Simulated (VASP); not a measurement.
# HfH2 (I4/mmm) in VASP: single point with r2SCAN

Aim: the single point of HfH2 with r2SCAN.

All numbers are computed with VASP 6.6.1; they aren't measurements. Logs are shortened: lines on timing, memory, paths and dates and some standing lists are left out, and cuts for length are marked.

## (1) The cell of the first run

The structure is tetragonal, space group I4/mmm (No. 139). The conventional cell has a = 3.422 Å, b = 3.422 Å, c = 4.505 Å, α = 90.00°, β = 90.00°, γ = 90.00°. Within 2.7 Å of Hf (site symmetry 4/mmm) lie 8 H at 2.05 Å. Within 2.7 Å of H (site symmetry -4m2) lie 4 Hf at 2.05 Å and 6 H at 2.25 to 2.42 Å.

## (2) Single point, r2SCAN

POSCAR reads:

```
HfH2
1.0
   -1.7109467073      1.7109467073      2.2525907188
    1.7109467073     -1.7109467073      2.2525907188
    1.7109467073      1.7109467073     -2.2525907188
Hf H
1 2
Direct
    0.0000000000      0.0000000000      0.0000000000
    0.7500000000      0.2500000000      0.5000000000
    0.2500000000      0.7500000000      0.5000000000
```

INCAR.step1 reads:

```
ALGO = Normal
EDIFF = 1E-4
ENCUT = 520
GGA = PE
ISMEAR = 0
LASPH = T
LCHARG = F
LREAL = F
LWAVE = T
NBANDS = 13
NELM = 60
PREC = Accurate
SIGMA = 0.15
```

INCAR.step2 reads:

```
ALGO = Normal
EDIFF = 1E-6
ENCUT = 520
ISIF = 2
ISMEAR = 0
ISTART = 1
LASPH = T
LCHARG = T
LELF = T
LMIXTAU = T
LREAL = F
LVHAR = T
LWAVE = F
METAGGA = R2SCAN
NBANDS = 13
NELM = 60
PREC = Accurate
SIGMA = 0.15
```

KPOINTS reads:

```
k-points
0
Gamma
  22 22 22
```

Potentials or basis: VASP PAW PBE potentials, release 64 (Hf_pv, H).

Started as:

```console
$ cat potpaw_PBE.64/Hf_pv/POTCAR potpaw_PBE.64/H/POTCAR > POTCAR
$ cp INCAR.step1 INCAR
$ mpirun -np 1 vasp_std > vasp.out
$ cp INCAR.step2 INCAR
$ mpirun -np 1 vasp_std > vasp.out
```

OUTCAR:

```text
EDIFF = 1E-6
   ENCUT = 520
   ISIF = 2
   ISMEAR = 0
   ISTART = 1
   LASPH = T
   LREAL = F
   METAGGA = R2SCAN
   NELM = 60
   PREC = Accurate

 ion  position               nearest neighbor table
   1  0.000  0.000  0.000-   2 2.05   3 2.05   2 2.05   3 2.05   2 2.05   3 2.05   2 2.05   3 2.05

   2  0.750  0.250  0.500-   1 2.05   1 2.05   1 2.05   1 2.05
   3  0.250  0.750  0.500-   1 2.05   1 2.05   1 2.05   1 2.05

  LATTYP: Found a body centered tetragonal cell.
 ALAT       =     3.4218934146
 C/A-ratio  =     1.3165756182

  Lattice vectors:

 A1 = (  -1.7109467073,   1.7109467073,   2.2525907188)
 A2 = (   1.7109467073,  -1.7109467073,   2.2525907188)
 A3 = (   1.7109467073,   1.7109467073,  -2.2525907188)

Analysis of symmetry for initial positions (statically):
=====================================================================
 Subroutine PRICEL returns:
 Original cell was already a primitive cell.

 Routine SETGRP: Setting up the symmetry group for a
 body centered tetragonal supercell.

 Subroutine GETGRP returns: Found 16 space group operations
 (whereof 16 operations were pure point group operations)
 out of a pool of 16 trial point group operations.

The static configuration has the point symmetry D_4h.

Analysis of symmetry for dynamics (positions and initial velocities):
=====================================================================
 Subroutine PRICEL returns:
 Original cell was already a primitive cell.

 Routine SETGRP: Setting up the symmetry group for a
 body centered tetragonal supercell.

 Subroutine GETGRP returns: Found 16 space group operations
 (whereof 16 operations were pure point group operations)
 out of a pool of 16 trial point group operations.

The dynamic configuration has the point symmetry D_4h.

 Subroutine INISYM returns: Found 16 space group operations
 (whereof 16 operations are pure point group operations),
 and found     1 'primitive' translations

----------------------------------------------------------------------------------------

                                     Primitive cell

  volume of cell :      26.3764

  direct lattice vectors                    reciprocal lattice vectors
    -1.710946707  1.710946707  2.252590719     0.000000000  0.292235870  0.221966643
     1.710946707 -1.710946707  2.252590719     0.292235870  0.000000000  0.221966643
     1.710946707  1.710946707 -2.252590719     0.292235870  0.292235870  0.000000000

  length of vectors
     3.305879946  3.305879946  3.305879946     0.366975469  0.366975469  0.413283931

[... 95 lines left out ...]
   EMIN   =  10.00;   EMAX   =-10.00  energy-range for DOS
   EFERMI =   0.00;   METHOD = LEGACY
   ISMEAR =     0;   SIGMA  =   0.15  broadening in eV -4-tet -1-fermi 0-gaus
   EFERMI_NEDOS =   21; number of points for ismear=-14 and -15
   IALGO  =     38    algorithm
   IMIX   =      4    mixing-type and parameters
     AMIX     =   0.40;   BMIX     =  1.00
     AMIX_MAG =   1.60;   BMIX_MAG =  1.00
  volume/ion in A,a.u.               =       8.79        59.33
  Fermi-wavevector in a.u.,A,eV,Ry     =   1.259109  2.379372 21.570088  1.585357
  Thomas-Fermi vector in A             =   2.392686
   LORBIT       =      0    0 simple, 1 ext, 2 COOP (PROOUT), +10 PAW based schemes
   METAGGA = R2SCAN    functional components
   LHFCALC =     F    Hartree Fock is set to
   AEXX    =    0.0000 exact exchange contribution
   IVDW    =     0    specifies the selected vdW correction
   LEPSILON=     F    determine dielectric tensor
   LRPA    =     F    only Hartree local field effects (RPA)
 non-spin polarized calculation
 Gauss-broadening in eV      SIGMA  =   0.15
  energy-cutoff  :      520.00
  volume of cell :       26.38
 maximum number of plane-waves:       733
 NGX is ok and might be reduce to    28
   NGX = 13   NGY = 13   NGZ = 13

 number of electron      12.0000000 magnetization

 Free energy of the ion-electron system (eV)
  ---------------------------------------------------
  ext. energy  EPLUGINS =         0.00000000
  ---------------------------------------------------
  free energy    TOTEN  =       -53.67265114 eV

  energy without entropy =      -53.66507772  energy(sigma->0) =      -53.66886443

 E-fermi :   5.5184     XC(G=0): -12.1913

 val. band max:        5.5110461606   @ k =  -0.0909   0.1364   0.0909
 cond. band min:       5.5267009375   @ k =  -0.0909   0.4545   0.0455
 fundamental gap:      0.0156547769
 Fermi energy:         5.5183766562

 k-point     1 :       0.0000    0.0000    0.0000
  band No.  band energies     occupation
      1     -26.8678      2.00000
      2     -26.8678      2.00000
      3     -26.8214      2.00000
      4      -6.5036      2.00000
      5       3.5457      2.00000
      6       5.0265      2.00000
      7       5.0265      2.00000
      8       5.6482      0.22104
      9       7.7546      0.00000
     10       8.7566      0.00000
     11      16.6584      0.00000
     12      16.7863      0.00000
     13      18.2141      0.00000
[... 354 lines left out ...]
  band No.  band energies     occupation
      1     -27.4034      2.00000
      2     -26.9669      2.00000
      3     -26.8882      2.00000
      4      -3.5425      2.00000
      5      -0.4602      2.00000
      6       4.8369      2.00000
      7       5.7980      0.00838
      8       9.5007      0.00000
      9       9.8865      0.00000
     10      10.3384      0.00000
     11      12.2471      0.00000
     12      16.6562      0.00000
     13      16.6870      0.00000

 [... further k-points ...]

------------------------ aborting loop because EDIFF is reached ----------------------------------------

  FORCE on cell =-STRESS in cart. coord.  units (eV):
  Direction    XX          YY          ZZ          XY          YZ          ZX
  --------------------------------------------------------------------------------------
  -------------------------------------------------------------------------------------
  Total       -0.3962479     -0.3962479     -0.9395283      0.0000000      0.0000000     -0.0000000
  in kB      -24.0692374    -24.0692374    -57.0696498      0.0000000      0.0000000     -0.0000000
  external PRESSURE =     -35.0693748 kB  Pullay stress =       0.0000000 kB

 VOLUME and BASIS-vectors are now :
 -----------------------------------------------------------------------------
  energy-cutoff  :      520.00
  volume of cell :       26.38
      direct lattice vectors                 reciprocal lattice vectors
    -1.710946707  1.710946707  2.252590719     0.000000000  0.292235870  0.221966643
     1.710946707 -1.710946707  2.252590719     0.292235870  0.000000000  0.221966643
     1.710946707  1.710946707 -2.252590719     0.292235870  0.292235870  0.000000000

 POSITION                                       TOTAL-FORCE (eV/Angst)
 -----------------------------------------------------------------------------------
      0.00000      0.00000      0.00000         0.000000      0.000000     -0.000000
     -0.00000      1.71095      1.12630         0.000000     -0.000000     -0.000000
      1.71095     -0.00000      1.12630        -0.000000     -0.000000      0.000000
 -----------------------------------------------------------------------------------
    total drift:                               -0.000000     -0.000000      0.000000

  FREE ENERGIE OF THE ION-ELECTRON SYSTEM (eV)
  ---------------------------------------------------
  free  energy   TOTEN  =       -53.6726511433 eV

  energy  without entropy=      -53.6650777193  energy(sigma->0) =      -53.66886443
```

OUTCAR.step1:

```text
EDIFF = 1E-4
   ENCUT = 520
   GGA = PE
   ISMEAR = 0
[... 612 lines left out ...]
      0.00000      0.00000      0.00000        -0.000000     -0.000000      0.000000
     -0.00000      1.71095      1.12630         0.000000     -0.000000      0.000000
      1.71095     -0.00000      1.12630        -0.000000      0.000000     -0.000000
 -----------------------------------------------------------------------------------
    total drift:                               -0.000000     -0.000000      0.000000

  FREE ENERGIE OF THE ION-ELECTRON SYSTEM (eV)
  ---------------------------------------------------
  free  energy   TOTEN  =       -18.1317863426 eV

  energy  without entropy=      -18.1230154767  energy(sigma->0) =      -18.12740091
```

Wall time 8.2 min (1 thread of Intel Xeon 6975P-C (Granite Rapids), shared host); peak memory 0.41 GiB.

What came out:

* Free energy: -53.6727 eV
* Pressure: -3.5 GPa
* Band gap on the k mesh: zero (bands 6 and 7 overlap by 1.10 eV)

Stress tensor (GPa, compression positive):
```
-2.41  0.00  0.00
 0.00 -2.41  0.00
 0.00  0.00 -5.71
```

Caveat: the cell stands under tension; the PAW data sets were made with another functional, which shifts forces and pressure a little; spin-orbit coupling is left out, which moves the levels of the heavy elements.
